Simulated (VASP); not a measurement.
# Zr (Im-3m) in VASP: a series of runs

The runs below take Zr through electric field gradients, with PBEsol.

Program: VASP 6.6.1. These are calculated values, not measurements. Logs are shortened: lines on timing, memory, paths and dates and some standing lists are left out, and cuts for length are marked.

## Step 1: The cell of the first run

It takes space group Im-3m (No. 229, cubic). The conventional cell has a = 3.632 Å, b = 3.632 Å, c = 3.632 Å, α = 90.00°, β = 90.00°, γ = 90.00°. Zr (site symmetry m-3m) has 14 Zr at 3.15 to 3.63 Å within 4.1 Å.

## Step 2: Electric field gradients, PBEsol (volume scaled by 1.01)

File INCAR:

```
PREC = Accurate
ENCUT = 520
EDIFF = 1E-8
ISMEAR = -1
SIGMA = 0.08
LREAL = F
LASPH = T
NELM = 60
ALGO = Normal
ISIF = 2
LWAVE = F
LCHARG = F
GGA = PS
LEFG = T
NBANDS = 12
```

File KPOINTS:

```
Automatic mesh
0
Gamma
  14 14 14
```

File POSCAR:

```
Zr
1.0
   -1.8160133332      1.8160133332      1.8160133332
    1.8160133332     -1.8160133332      1.8160133332
    1.8160133332      1.8160133332     -1.8160133332
Zr
1
Direct
    0.0000000000      0.0000000000      0.0000000000
```

Potentials or basis: VASP PAW PBE potentials, release 64 (Zr_sv).

The run is started by

```
> cat potpaw_PBE.64/Zr_sv/POTCAR > POTCAR
> mpirun -np 1 vasp_std > vasp.out
```

OUTCAR:

```text
PREC = Accurate
   ENCUT = 520
   EDIFF = 1E-8
   ISMEAR = -1
   LREAL = F
   LASPH = T
   NELM = 60
   ISIF = 2
   GGA = PS

 ion  position               nearest neighbor table
   1  0.000  0.000  0.000-

  LATTYP: Found a body centered cubic cell.
 ALAT       =     3.6320266664

  Lattice vectors:

 A1 = (  -1.8160133332,   1.8160133332,   1.8160133332)
 A2 = (   1.8160133332,  -1.8160133332,   1.8160133332)
 A3 = (   1.8160133332,   1.8160133332,  -1.8160133332)

Analysis of symmetry for initial positions (statically):
=====================================================================
 Subroutine PRICEL returns:
 Original cell was already a primitive cell.

 Routine SETGRP: Setting up the symmetry group for a
 body centered cubic supercell.

 Subroutine GETGRP returns: Found 48 space group operations
 (whereof 48 operations were pure point group operations)
 out of a pool of 48 trial point group operations.

The static configuration has the point symmetry O_h .

Analysis of symmetry for dynamics (positions and initial velocities):
=====================================================================
 Subroutine PRICEL returns:
 Original cell was already a primitive cell.

 Routine SETGRP: Setting up the symmetry group for a
 body centered cubic supercell.

 Subroutine GETGRP returns: Found 48 space group operations
 (whereof 48 operations were pure point group operations)
 out of a pool of 48 trial point group operations.

The dynamic configuration has the point symmetry O_h .

 Subroutine INISYM returns: Found 48 space group operations
 (whereof 48 operations are pure point group operations),
 and found     1 'primitive' translations

----------------------------------------------------------------------------------------

                                     Primitive cell

  volume of cell :      23.9562

  direct lattice vectors                    reciprocal lattice vectors
    -1.816013333  1.816013333  1.816013333     0.000000000  0.275328375  0.275328375
[... 124 lines left out ...]
  ---------------------------------------------------
  ext. energy  EPLUGINS =         0.00000000
  ---------------------------------------------------
  free energy    TOTEN  =        -8.98317717 eV

  energy without entropy =       -8.94154708  energy(sigma->0) =       -8.96236212

 E-fermi :   8.2698     XC(G=0): -11.0677

 val. band max:        8.2663059227   @ k =   0.2143   0.2143   0.0000
 cond. band min:       8.2756194089   @ k =   0.2143   0.0714   0.0714
 fundamental gap:      0.0093134862
 Fermi energy:         8.2698279565

 k-point     1 :       0.0000    0.0000    0.0000
  band No.  band energies     occupation
      1     -40.1821      2.00000
      2     -17.7532      2.00000
      3     -17.7532      2.00000
      4     -17.7532      2.00000
      5       2.9364      2.00000
      6       9.3709      0.00000
      7       9.3709      0.00000
      8       9.3709      0.00000
      9      11.7805      0.00000
     10      11.7805      0.00000
     11      20.5687      0.00000
     12      20.5687      0.00000
[... 331 lines left out ...]
 k-point    24 :       0.3571    0.2857    0.0000
  band No.  band energies     occupation
      1     -40.0305      2.00000
      2     -18.4338      2.00000
      3     -18.2971      2.00000
      4     -17.8634      2.00000
      5       6.9281      2.00000
      6       7.7397      1.99735
      7       8.1065      1.77011
      8      11.9279      0.00000
      9      12.3210      0.00000
     10      16.4161      0.00000
     11      16.9472      0.00000
     12      18.3610      0.00000

 [... further k-points ...]

------------------------ aborting loop because EDIFF is reached ----------------------------------------

  FORCE on cell =-STRESS in cart. coord.  units (eV):
  Direction    XX          YY          ZZ          XY          YZ          ZX
  --------------------------------------------------------------------------------------
  -------------------------------------------------------------------------------------
  Total       -1.0944209     -1.0944209     -1.0944209     -0.0000000     -0.0000000      0.0000000
  in kB      -73.1944031    -73.1944031    -73.1944031     -0.0000000     -0.0000000      0.0000000
  external PRESSURE =     -73.1944031 kB  Pullay stress =       0.0000000 kB

 VOLUME and BASIS-vectors are now :
 -----------------------------------------------------------------------------
  energy-cutoff  :      520.00
  volume of cell :       23.96
      direct lattice vectors                 reciprocal lattice vectors
    -1.816013333  1.816013333  1.816013333     0.000000000  0.275328375  0.275328375
     1.816013333 -1.816013333  1.816013333     0.275328375  0.000000000  0.275328375
     1.816013333  1.816013333 -1.816013333     0.275328375  0.275328375  0.000000000

 POSITION                                       TOTAL-FORCE (eV/Angst)
 -----------------------------------------------------------------------------------
      0.00000      0.00000      0.00000         0.000000      0.000000      0.000000
 -----------------------------------------------------------------------------------
    total drift:                                0.000000      0.000000      0.000000

  FREE ENERGIE OF THE ION-ELECTRON SYSTEM (eV)
  ---------------------------------------------------
  free  energy   TOTEN  =        -8.9831771676 eV

  energy  without entropy=       -8.9415470774  energy(sigma->0) =       -8.96236212

 Electric field gradients (V/A^2)
---------------------------------------------------------------------
 ion       V_xx      V_yy      V_zz      V_xy      V_xz      V_yz
---------------------------------------------------------------------
   1       0.000    -0.000     0.000    -0.000    -0.000    -0.000
---------------------------------------------------------------------

 Electric field gradients after diagonalization (V/A^2)
 (convention: |V_zz| > |V_xx| > |V_yy|)
----------------------------------------------------------------------
 ion       V_xx      V_yy      V_zz     asymmetry (V_yy - V_xx)/ V_zz
----------------------------------------------------------------------
   1       0.000     0.000    -0.000       0.000
----------------------------------------------------------------------

           NMR quadrupolar parameters

 Cq : quadrupolar parameter    Cq=e*Q*V_zz/h
 eta: asymmetry parameters     (V_yy - V_xx)/ V_zz
 Q  : nuclear electric quadrupole moment in mb (millibarn)
----------------------------------------------------------------------
 ion       Cq(MHz)       eta       Q (mb)
----------------------------------------------------------------------
   1      -0.000       0.000       1.000
----------------------------------------------------------------------
```

stdout:

```text
POSCAR found type information on POSCAR Zr
 POSCAR found :  1 types and       1 ions
 scaLAPACK will be used
 -----------------------------------------------------------------------------
|                                                                             |
|                                                                             |
|     You enforced a specific xc type in the INCAR file but a different       |
|     I HOPE YOU KNOW WHAT YOU ARE DOING!                                     |
|                                                                             |
 -----------------------------------------------------------------------------

 LDA part: xc-table for (Slater+PW92), standard interpolation
 POSCAR, INCAR and KPOINTS ok, starting setup
 FFT: planning ... GRIDC
 FFT: planning ... GRID_SOFT
 FFT: planning ... GRID
 WAVECAR not read
 entering main loop
ion   1
```

Run time: 16 s. Hardware: 1 thread of Intel Xeon Platinum 8259CL at 2.50GHz (Skylake/Cascade Lake), shared host; peak memory 0.15 GiB.

What came out:

| Quantity | Value |
| --- | --- |
| Free energy | -8.9832 eV |
| Pressure | -7.3 GPa |
| Band gap on the k mesh | zero (band 6 reaches 9.37 eV, above the bottom of band 7 at 7.66 eV) |

Caveat: without QUAD_EFG the Cq values of the log hold for a quadrupole moment of 1 mb, not for the nuclei; the PAW data sets were made with another functional, which shifts forces and pressure a little.

## Step 3: Electric field gradients, PBEsol (volume scaled by 1.04)

File INCAR:

```
SYSTEM = Zr
ALGO = Normal
EDIFF = 1E-8
ENCUT = 520
GGA = PS
ISIF = 2
ISMEAR = -1
LASPH = .TRUE.
LCHARG = .FALSE.
LEFG = .TRUE.
LREAL = .FALSE.
LWAVE = .FALSE.
NBANDS = 12
NELM = 60
PREC = Accurate
SIGMA = 0.08
```

File KPOINTS:

```
k-points
0
G
  14 14 14
  0 0 0
```

File POSCAR:

```
Zr
1.0
   -1.8338185209      1.8338185209      1.8338185209
    1.8338185209     -1.8338185209      1.8338185209
    1.8338185209      1.8338185209     -1.8338185209
Zr
1
Direct
    0.0000000000      0.0000000000      0.0000000000
```

Potentials or basis: VASP PAW PBE potentials, release 64 (Zr_sv).

The run is started by

```
> cat potpaw_PBE.64/Zr_sv/POTCAR > POTCAR
> mpirun -np 1 vasp_std > vasp.out
```

OUTCAR:

```text
SYSTEM = Zr
   EDIFF = 1E-8
   ENCUT = 520
   GGA = PS
   ISIF = 2
   ISMEAR = -1
   LASPH = .TRUE.
   LREAL = .FALSE.
   NELM = 60
   PREC = Accurate

 ion  position               nearest neighbor table
   1  0.000  0.000  0.000-

  LATTYP: Found a body centered cubic cell.
 ALAT       =     3.6676370418

  Lattice vectors:

 A1 = (  -1.8338185209,   1.8338185209,   1.8338185209)
 A2 = (   1.8338185209,  -1.8338185209,   1.8338185209)
 A3 = (   1.8338185209,   1.8338185209,  -1.8338185209)

[... 563 lines left out ...]
    total drift:                                0.000000      0.000000      0.000000

  FREE ENERGIE OF THE ION-ELECTRON SYSTEM (eV)
  ---------------------------------------------------
  free  energy   TOTEN  =        -8.9466427211 eV

  energy  without entropy=       -8.9027756679  energy(sigma->0) =       -8.92470919

 Electric field gradients (V/A^2)
---------------------------------------------------------------------
 ion       V_xx      V_yy      V_zz      V_xy      V_xz      V_yz
---------------------------------------------------------------------
   1       0.000    -0.000    -0.000    -0.000    -0.000    -0.000
---------------------------------------------------------------------

 Electric field gradients after diagonalization (V/A^2)
 (convention: |V_zz| > |V_xx| > |V_yy|)
----------------------------------------------------------------------
 ion       V_xx      V_yy      V_zz     asymmetry (V_yy - V_xx)/ V_zz
----------------------------------------------------------------------
   1       0.000     0.000    -0.000       0.000
----------------------------------------------------------------------

           NMR quadrupolar parameters

 Cq : quadrupolar parameter    Cq=e*Q*V_zz/h
 eta: asymmetry parameters     (V_yy - V_xx)/ V_zz
 Q  : nuclear electric quadrupole moment in mb (millibarn)
----------------------------------------------------------------------
 ion       Cq(MHz)       eta       Q (mb)
----------------------------------------------------------------------
   1      -0.000       0.000       1.000
----------------------------------------------------------------------
```

OSZICAR:

```text
N       E                     dE             d eps       ncg     rms          rms(c)
DAV:   1     0.864467983046E+02    0.86447E+02   -0.68988E+03  2496   0.992E+02
DAV:   2    -0.625960319152E+01   -0.92706E+02   -0.90252E+02  2960   0.268E+02
DAV:   3    -0.931683507264E+01   -0.30572E+01   -0.30141E+01  3796   0.411E+01
DAV:   4    -0.937878768487E+01   -0.61953E-01   -0.61914E-01  2848   0.546E+00
DAV:   5    -0.938040000267E+01   -0.16123E-02   -0.16123E-02  3608   0.649E-01    0.952E+00
DAV:   6    -0.901425533434E+01    0.36614E+00   -0.45411E-01  2736   0.599E+00    0.362E+00
DAV:   7    -0.894507922741E+01    0.69176E-01   -0.21142E-01  3024   0.384E+00    0.677E-01
DAV:   8    -0.894665250912E+01   -0.15733E-02   -0.11803E-02  2916   0.122E+00    0.120E-01
DAV:   9    -0.894665320547E+01   -0.69635E-06   -0.45888E-04  3212   0.194E-01    0.213E-02
DAV:  10    -0.894664329359E+01    0.99119E-05   -0.27090E-05  2880   0.524E-02    0.156E-02
DAV:  11    -0.894664269898E+01    0.59460E-06   -0.25206E-06  3044   0.153E-02    0.137E-03
DAV:  12    -0.894664274560E+01   -0.46619E-07   -0.56613E-08  3280   0.212E-03    0.318E-04
DAV:  13    -0.894664272146E+01    0.24145E-07   -0.10313E-08  1984   0.851E-04    0.602E-05
DAV:  14    -0.894664272105E+01    0.40131E-09   -0.85780E-10  1412   0.252E-04
   1 F= -.89466427E+01 E0= -.89247092E+01  d E =-.438671E-01
```

Wall time 19 s (1 thread of Intel Xeon Platinum 8259CL at 2.50GHz (Skylake/Cascade Lake), shared host); peak memory 0.16 GiB.

Results:

* Free energy: -8.9466 eV
* Pressure: -9.2 GPa
* Band gap on the k mesh: zero (band 6 reaches 9.04 eV, above the bottom of band 7 at 7.36 eV)

Caveat: without QUAD_EFG the Cq values of the log hold for a quadrupole moment of 1 mb, not for the nuclei; the PAW data sets were made with another functional, which shifts forces and pressure a little.

(Part 1 of 2 ends here.)
